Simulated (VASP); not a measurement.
# Zr (Pm-3m) in VASP: single point with r2SCAN

Aim: the single point of Zr with r2SCAN.

Program: VASP 6.6.1. These are calculated values, not measurements. Logs are shortened: lines on timing, memory, paths and dates and some standing lists are left out, and cuts for length are marked.

### 1 The cell of the first run

Symmetry: Pm-3m, No. 221, cubic system. Conventional cell: a = 2.873 Å, b = 2.873 Å, c = 2.873 Å, α = 90.00°, β = 90.00°, γ = 90.00°. Zr (site symmetry m-3m) has 6 Zr at 2.87 Å within 3.8 Å.

This isn't the form of Zr at room conditions, which is hcp.

### 2 Single point, r2SCAN

The input, POSCAR:

```
Zr
1.0
   -0.9577319680      1.9154639360      1.9154639360
    1.9154639360     -0.9577319680      1.9154639360
    1.9154639360      1.9154639360     -0.9577319680
Zr
1
Direct
    0.0000000000      0.0000000000      0.0000000000
```

The input, INCAR.step1:

```
SYSTEM = Zr
PREC     = Accurate       ! precision mode
ENCUT    = 520            ! plane-wave cutoff, eV
ISMEAR   = 0              ! smearing method
SIGMA    = 0.15           ! smearing width, eV
LREAL    = .FALSE.        ! projectors in reciprocal space
LASPH    = .TRUE.         ! aspherical terms in the spheres
NELM     = 80             ! most SCF steps
NBANDS   = 12             ! bands
GGA      = PE             ! functional
ALGO     = Normal         ! electronic algorithm
EDIFF    = 1E-4           ! SCF threshold, eV
LWAVE    = .TRUE.         ! write WAVECAR
LCHARG   = .FALSE.        ! write CHGCAR
```

The input, INCAR.step2:

```
SYSTEM = Zr
PREC     = Accurate       ! precision mode
ENCUT    = 520            ! plane-wave cutoff, eV
EDIFF    = 1E-7           ! SCF threshold, eV
ISMEAR   = 0              ! smearing method
SIGMA    = 0.15           ! smearing width, eV
LREAL    = .FALSE.        ! projectors in reciprocal space
LASPH    = .TRUE.         ! aspherical terms in the spheres
NELM     = 80             ! most SCF steps
ALGO     = Normal         ! electronic algorithm
ISIF     = 2              ! what is computed and relaxed
LWAVE    = .FALSE.        ! write WAVECAR
LCHARG   = .TRUE.         ! write CHGCAR
METAGGA  = R2SCAN         ! meta-GGA
LMIXTAU  = .TRUE.       
LELF     = .TRUE.         ! ELF
LVHAR    = .TRUE.       
NBANDS   = 12             ! bands
ISTART   = 1
```

The input, KPOINTS:

```
regular mesh
0
G
  20 20 20
  0 0 0
```

Potentials or basis: VASP PAW PBE potentials, release 64 (Zr_sv).

Launch:

```sh
cat potpaw_PBE.64/Zr_sv/POTCAR > POTCAR
cp INCAR.step1 INCAR
mpirun -np 1 vasp_std > vasp.out
cp INCAR.step2 INCAR
mpirun -np 1 vasp_std > vasp.out
```

OUTCAR:

```text
SYSTEM = Zr
   PREC = Accurate
   ENCUT = 520
   EDIFF = 1E-7
   ISMEAR = 0
   LREAL = .FALSE.
   LASPH = .TRUE.
   NELM = 80
   ISIF = 2
   METAGGA = R2SCAN
   ISTART = 1

 ion  position               nearest neighbor table
   1  0.000  0.000  0.000-

  LATTYP: Found a simple cubic cell.
 ALAT       =     2.8731959040

  Lattice vectors:

 A1 = (  -0.9577319680,   1.9154639360,   1.9154639360)
 A2 = (   1.9154639360,  -0.9577319680,   1.9154639360)
 A3 = (   1.9154639360,   1.9154639360,  -0.9577319680)

Analysis of symmetry for initial positions (statically):
=====================================================================
 Subroutine PRICEL returns:
 Original cell was already a primitive cell.

 Routine SETGRP: Setting up the symmetry group for a
 simple cubic supercell.

 Subroutine GETGRP returns: Found 48 space group operations
 (whereof 48 operations were pure point group operations)
 out of a pool of 48 trial point group operations.

The static configuration has the point symmetry O_h .

Analysis of symmetry for dynamics (positions and initial velocities):
=====================================================================
 Subroutine PRICEL returns:
 Original cell was already a primitive cell.

 Routine SETGRP: Setting up the symmetry group for a
 simple cubic supercell.

 Subroutine GETGRP returns: Found 48 space group operations
 (whereof 48 operations were pure point group operations)
 out of a pool of 48 trial point group operations.

The dynamic configuration has the point symmetry O_h .

 Subroutine INISYM returns: Found 48 space group operations
 (whereof 48 operations are pure point group operations),
 and found     1 'primitive' translations

----------------------------------------------------------------------------------------

                                     Primitive cell

  volume of cell :      23.7190

  direct lattice vectors                    reciprocal lattice vectors
    -0.957731968  1.915463936  1.915463936    -0.116014830  0.232029659  0.232029659
     1.915463936 -0.957731968  1.915463936     0.232029659 -0.116014830  0.232029659
     1.915463936  1.915463936 -0.957731968     0.232029659  0.232029659 -0.116014830

  length of vectors
     2.873195904  2.873195904  2.873195904     0.348044489  0.348044489  0.348044489

  position of ions in fractional coordinates (direct lattice)
     0.000000000  0.000000000  0.000000000

  ion indices of the primitive-cell ions
   primitive index   ion index
                 1           1

----------------------------------------------------------------------------------------

[... 75 lines left out ...]
   ISIF   =      2    stress and relaxation
   ISYM   =      2    0-nonsym 1-usesym 2-fastsym
   POTIM  = 0.5000    time-step for ionic-motion
   TEBEG  =    0.0;   TEEND  =   0.0 temperature during run
   PSTRESS=    0.0 pullay stress
   NELECT =      12.0000    total number of electrons
   NUPDOWN=      -1.0000    fix difference up-down
   EMIN   =  10.00;   EMAX   =-10.00  energy-range for DOS
   EFERMI =   0.00;   METHOD = LEGACY
   ISMEAR =     0;   SIGMA  =   0.15  broadening in eV -4-tet -1-fermi 0-gaus
   EFERMI_NEDOS =   21; number of points for ismear=-14 and -15
   IALGO  =     38    algorithm
   IMIX   =      4    mixing-type and parameters
     AMIX     =   0.40;   BMIX     =  1.00
     AMIX_MAG =   1.60;   BMIX_MAG =  1.00
  volume/ion in A,a.u.               =      23.72       160.06
  Fermi-wavevector in a.u.,A,eV,Ry     =   1.304478  2.465105 23.152520  1.701662
  Thomas-Fermi vector in A             =   2.435411
   LORBIT       =      0    0 simple, 1 ext, 2 COOP (PROOUT), +10 PAW based schemes
   METAGGA = R2SCAN    functional components
   LHFCALC =     F    Hartree Fock is set to
   AEXX    =    0.0000 exact exchange contribution
   IVDW    =     0    specifies the selected vdW correction
   LEPSILON=     F    determine dielectric tensor
   LRPA    =     F    only Hartree local field effects (RPA)
 non-spin polarized calculation
 Gauss-broadening in eV      SIGMA  =   0.15
  energy-cutoff  :      520.00
  volume of cell :       23.72
 maximum number of plane-waves:       659
 NGX is ok and might be reduce to    24
   NGX = 11   NGY = 11   NGZ = 11

 number of electron      11.9999999 magnetization

 Free energy of the ion-electron system (eV)
  ---------------------------------------------------
  ext. energy  EPLUGINS =         0.00000000
  ---------------------------------------------------
  free energy    TOTEN  =       -21.78961532 eV

  energy without entropy =      -21.76873757  energy(sigma->0) =      -21.77917645

 E-fermi :   8.4967     XC(G=0): -11.7671

 val. band max:        8.4916364198   @ k =   0.4000   0.4000   0.2500
 cond. band min:       8.5009976814   @ k =   0.4000   0.3500   0.2500
 fundamental gap:      0.0093612616
 Fermi energy:         8.4966691505

 k-point     1 :       0.0000    0.0000    0.0000
  band No.  band energies     occupation
      1     -41.7863      2.00000
      2     -18.4182      2.00000
      3     -18.4182      2.00000
      4     -18.4182      2.00000
      5       3.0742      2.00000
      6       6.5816      2.00000
      7       6.5816      2.00000
      8      14.6903      0.00000
      9      14.6903      0.00000
     10      14.6903      0.00000
     11      22.4825      0.00000
     12      22.4825      0.00000
[... 331 lines left out ...]
 k-point    24 :       0.2000    0.1000    0.0000
  band No.  band energies     occupation
      1     -41.7083      2.00000
      2     -18.9281      2.00000
      3     -18.5185      2.00000
      4     -18.3616      2.00000
      5       4.3107      2.00000
      6       7.0992      2.00000
      7       7.8177      2.00000
      8      12.6980      0.00000
      9      13.2702      0.00000
     10      14.3961      0.00000
     11      19.7928      0.00000
     12      22.9314      0.00000

 [... further k-points ...]
[... 5 lines left out ...]
  --------------------------------------------------------------------------------------
  -------------------------------------------------------------------------------------
  Total        0.3696010      0.3696010      0.3696010     -0.0000000      0.0000000      0.0000000
  in kB       24.9659469     24.9659469     24.9659469     -0.0000000      0.0000000      0.0000000
  external PRESSURE =      24.9659469 kB  Pullay stress =       0.0000000 kB

 VOLUME and BASIS-vectors are now :
 -----------------------------------------------------------------------------
  energy-cutoff  :      520.00
  volume of cell :       23.72
      direct lattice vectors                 reciprocal lattice vectors
    -0.957731968  1.915463936  1.915463936    -0.116014830  0.232029659  0.232029659
     1.915463936 -0.957731968  1.915463936     0.232029659 -0.116014830  0.232029659
     1.915463936  1.915463936 -0.957731968     0.232029659  0.232029659 -0.116014830

 POSITION                                       TOTAL-FORCE (eV/Angst)
 -----------------------------------------------------------------------------------
      0.00000      0.00000      0.00000        -0.000000     -0.000000      0.000000
 -----------------------------------------------------------------------------------
    total drift:                               -0.000000      0.000000      0.000000

  FREE ENERGIE OF THE ION-ELECTRON SYSTEM (eV)
  ---------------------------------------------------
  free  energy   TOTEN  =       -21.7896153218 eV

  energy  without entropy=      -21.7687375746  energy(sigma->0) =      -21.77917645
```

Wall time 2.7 min (1 thread of AMD EPYC 9R45 (Zen 5), shared host); peak memory 0.17 GiB.

What came out:

| Item | Value |
| --- | --- |
| Free energy | -21.7896 eV |
| Pressure | 2.5 GPa |
| Band gap on the k mesh | zero (bands 6 and 7 overlap by 2.80 eV) |

Levels at points of the mesh, in eV from the Fermi level:
```csv
k point,band 4,band 5,band 6,band 7,band 8,band 9
"(0.00, 0.00, 0.00)",-26.91,-5.42,-1.92,-1.92,6.19,6.19
"(0.50, 0.00, 0.00)",-26.78,-2.07,-0.98,0.30,2.89,2.89
"(0.50, 0.50, 0.00)",-26.66,-3.35,-0.27,3.61,3.61,5.43
"(0.50, 0.50, 0.50)",-27.94,-1.61,-1.61,-1.61,6.72,8.39
```

Caveat: the PAW data sets were made with another functional, which shifts forces and pressure a little.
